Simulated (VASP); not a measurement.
# W (Fm-3m) in VASP: a series of runs, part 2 of 2

VASP 6.6.1. Earlier steps stand in the parts before.

### 4 Relaxation of cell and atoms, PBE

This run uses another cell than the first one, of 16.73 Å³/atom, 0.960 times its volume.

The input, INCAR:

```
SYSTEM = W
  PREC = Accurate
  ENCUT = 600
  EDIFF = 1E-6
  ISMEAR = 0
  SIGMA = 0.1
  LREAL = .False.
  LASPH = .True.
  NELM = 60
  ALGO = Normal
  ISIF = 3
  LWAVE = .False.
  LCHARG = .False.
  GGA = PE
  IBRION = 2
  NSW = 100
  EDIFFG = -0.005
```

The input, KPOINTS:

```
Automatic mesh
0
Gamma
  18 18 18
  0 0 0
```

The input, POSCAR:

```
W
1.0
    0.0000000000     -2.0300000000     -2.0300000000
    2.0300000000      0.0000000000     -2.0300000000
    2.0300000000     -2.0300000000      0.0000000000
W
1
Direct
    0.0000000000      0.0000000000      0.0000000000
```

Potentials or basis: VASP PAW PBE potentials, release 64 (W_sv).

Command:

```console
cat potpaw_PBE.64/W_sv/POTCAR > POTCAR
mpirun -np 1 vasp_std > vasp.out
```

OUTCAR:

```text
SYSTEM = W
   PREC = Accurate
   ENCUT = 600
   EDIFF = 1E-6
   ISMEAR = 0
   LREAL = .False.
   LASPH = .True.
   NELM = 60
   ISIF = 3
   GGA = PE
   IBRION = 2
   NSW = 100
   EDIFFG = -0.005

 ion  position               nearest neighbor table
   1  0.000  0.000  0.000-

  LATTYP: Found a face centered cubic cell.
 ALAT       =     4.0600000000

  Lattice vectors:

 A1 = (   0.0000000000,  -2.0300000000,  -2.0300000000)
 A2 = (   2.0300000000,   0.0000000000,  -2.0300000000)
 A3 = (   2.0300000000,  -2.0300000000,   0.0000000000)

Analysis of symmetry for initial positions (statically):
=====================================================================
 Subroutine PRICEL returns:
 Original cell was already a primitive cell.

 Routine SETGRP: Setting up the symmetry group for a
 face centered cubic supercell.

 Subroutine GETGRP returns: Found 48 space group operations
[... 9 lines left out ...]

 Routine SETGRP: Setting up the symmetry group for a
 face centered cubic supercell.

 Subroutine GETGRP returns: Found 48 space group operations
 (whereof 48 operations were pure point group operations)
 out of a pool of 48 trial point group operations.

The dynamic configuration has the point symmetry O_h .

 Subroutine INISYM returns: Found 48 space group operations
 (whereof 48 operations are pure point group operations),
 and found     1 'primitive' translations

----------------------------------------------------------------------------------------

                                     Primitive cell

  volume of cell :      16.7309

  direct lattice vectors                    reciprocal lattice vectors
     0.000000000 -2.030000000 -2.030000000    -0.246305419 -0.246305419 -0.246305419
     2.030000000  0.000000000 -2.030000000     0.246305419  0.246305419 -0.246305419
     2.030000000 -2.030000000  0.000000000     0.246305419 -0.246305419  0.246305419

  length of vectors
[... 110 lines left out ...]
   LRPA    =     F    only Hartree local field effects (RPA)
 conjugate gradient relaxation of ions
 non-spin polarized calculation
 Gauss-broadening in eV      SIGMA  =   0.10
  energy-cutoff  :      600.00
  volume of cell :       16.73
 maximum number of plane-waves:       568
   NGX = 11   NGY = 11   NGZ = 11

--------------------------------------- Ionic step        1  -------------------------------------------

 number of electron      14.0000002 magnetization

 Free energy of the ion-electron system (eV)
  ---------------------------------------------------
  ext. energy  EPLUGINS =         0.00000000
  ---------------------------------------------------
  free energy    TOTEN  =       -12.47204641 eV

  energy without entropy =      -12.46540945  energy(sigma->0) =      -12.46872793

------------------------ aborting loop because EDIFF is reached ----------------------------------------

  FORCE on cell =-STRESS in cart. coord.  units (eV):
  Direction    XX          YY          ZZ          XY          YZ          ZX
  --------------------------------------------------------------------------------------
  -------------------------------------------------------------------------------------
  Total       -0.4315811     -0.4315811     -0.4315811     -0.0000000      0.0000000      0.0000000
  in kB      -41.3290023    -41.3290023    -41.3290023     -0.0000000      0.0000000      0.0000000
  external PRESSURE =     -41.3290023 kB  Pullay stress =       0.0000000 kB
[... 92 lines left out ...]
--------------------------------------- Ionic step        4  -------------------------------------------

 number of electron      14.0000002 magnetization

 Free energy of the ion-electron system (eV)
  ---------------------------------------------------
  ext. energy  EPLUGINS =         0.00000000
  ---------------------------------------------------
  free energy    TOTEN  =       -12.47536821 eV

  energy without entropy =      -12.46869165  energy(sigma->0) =      -12.47202993

 E-fermi :  10.4236     XC(G=0): -13.4124

 val. band max:       10.4229199030   @ k =  -0.1667   0.0556   0.0000
 cond. band min:      10.4354990752   @ k =  -0.2222   0.0556   0.0000
 fundamental gap:      0.0125791722
 Fermi energy:        10.4235894466

 k-point     1 :       0.0000    0.0000    0.0000
  band No.  band energies     occupation
      1     -63.2518      2.00000
      2     -26.8876      2.00000
      3     -26.8876      2.00000
      4     -26.8876      2.00000
      5       1.4613      2.00000
      6       9.8784      2.00000
      7       9.8784      2.00000
      8       9.8784      2.00000
      9      12.9852      0.00000
     10      12.9852      0.00000
     11      23.2125      0.00000
[... 309 lines left out ...]
 k-point    24 :      -0.2222    0.0556    0.0000
  band No.  band energies     occupation
      1     -63.2008      2.00000
      2     -27.4423      2.00000
      3     -26.9978      2.00000
      4     -26.9478      2.00000
      5       3.6668      2.00000
      6       8.7860      2.00000
      7      10.2869      1.94682
      8      10.4355      0.86625
      9      12.5049      0.00000
     10      13.5265      0.00000
     11      23.8378      0.00000

 [... further k-points ...]
[... 5 lines left out ...]
  --------------------------------------------------------------------------------------
  -------------------------------------------------------------------------------------
  Total       -0.0008141     -0.0008141     -0.0008141      0.0000000     -0.0000000      0.0000000
  in kB       -0.0791475     -0.0791475     -0.0791475      0.0000000     -0.0000000      0.0000000
  external PRESSURE =      -0.0791475 kB  Pullay stress =       0.0000000 kB
[... 16 lines left out ...]
  FREE ENERGIE OF THE ION-ELECTRON SYSTEM (eV)
  ---------------------------------------------------
  free  energy   TOTEN  =       -12.4753682130 eV

  energy  without entropy=      -12.4686916454  energy(sigma->0) =      -12.47202993

 reached required accuracy - stopping structural energy minimisation
```

OSZICAR:

```text
N       E                     dE             d eps       ncg     rms          rms(c)
DAV:   1     0.831066164075E+02    0.83107E+02   -0.85910E+03  4314   0.158E+03
DAV:   2    -0.112555584724E+02   -0.94362E+02   -0.91465E+02  4602   0.353E+02
[... 26 lines left out ...]
   3 F= -.12475367E+02 E0= -.12472029E+02  d E =-.332030E-02
       N       E                     dE             d eps       ncg     rms          rms(c)
DAV:   1    -0.124753816714E+02   -0.14906E-04   -0.31957E-04  4452   0.280E-01    0.451E-02
DAV:   2    -0.124753695211E+02    0.12150E-04   -0.18164E-05  4455   0.576E-02    0.101E-02
DAV:   3    -0.124753678178E+02    0.17034E-05   -0.52711E-06  4437   0.300E-02    0.786E-03
DAV:   4    -0.124753682130E+02   -0.39525E-06   -0.11587E-07  2181   0.488E-03
   4 F= -.12475368E+02 E0= -.12472030E+02  d E =-.332180E-02
```

Wall time 44 s (1 thread of AMD EPYC 9R45 (Zen 5), shared host); peak memory 0.15 GiB.

What came out:

| Quantity | Value |
| --- | --- |
| Free energy | -12.4754 eV |
| Relaxed volume | 16.48 Å³/atom |
| Relaxed cell | a = 2.856 Å, b = 2.856 Å, c = 2.856 Å, α = 60.00°, β = 60.00°, γ = 60.00° |
| Space group after relaxing (to 0.05 Å) | Fm-3m (No. 225) |
| Energy gained by relaxing | 3.3 meV/atom |
| Ionic steps | 4 |
| Pressure after relaxing | 0.0 GPa |
| Band gap on the k mesh | zero (band 7 reaches 13.46 eV, above the bottom of band 8 at 9.88 eV) |

Step by step:
| step | energy change (eV) | largest force (eV/Å) | pressure (GPa) | volume (Å³) |
| --- | --- | --- | --- | --- |
| 1 | 0.0000 | 0.0000 | -4.13 | 16.73 |
| 2 | 0.0315 | 0.0000 | 15.04 | 15.71 |
| 3 | -0.0033 | 0.0000 | -0.10 | 16.49 |
| 4 | -0.0033 | 0.0000 | -0.01 | 16.48 |

Final structure:
```
W
1.0
     0.00000   -2.01981   -2.01981
     2.01981    0.00000   -2.01981
     2.01981   -2.01981    0.00000
W
1
Direct
  0.00000 0.00000 0.00000
```

Caveat: spin-orbit coupling is left out, which moves the levels of the heavy elements.

### 5 Summary

```tsv
task	cell	cutoff (eV)	gap on the mesh (eV)	pressure (GPa)
single point	a = 2.911 Å, angles 60.0°, 1 atom	520	none	-14.4
single point	a = 2.947 Å, angles 60.0°, 1 atom	520	none	-22.1
relaxation of cell and atoms	relaxed from a = 2.871 Å, angles 60.0°, 1 atom	600	none	0.0
```

Alike in all rows: level PBE; potentials or basis VASP PAW PBE potentials, release 64 (W_sv); no spin polarisation; k mesh 18 × 18 × 18; smearing gaussian 0.1 eV.

Caveats: spin-orbit coupling is left out, which moves the levels of the heavy elements.

Absolute energies hang on the potentials; compare differences alone.
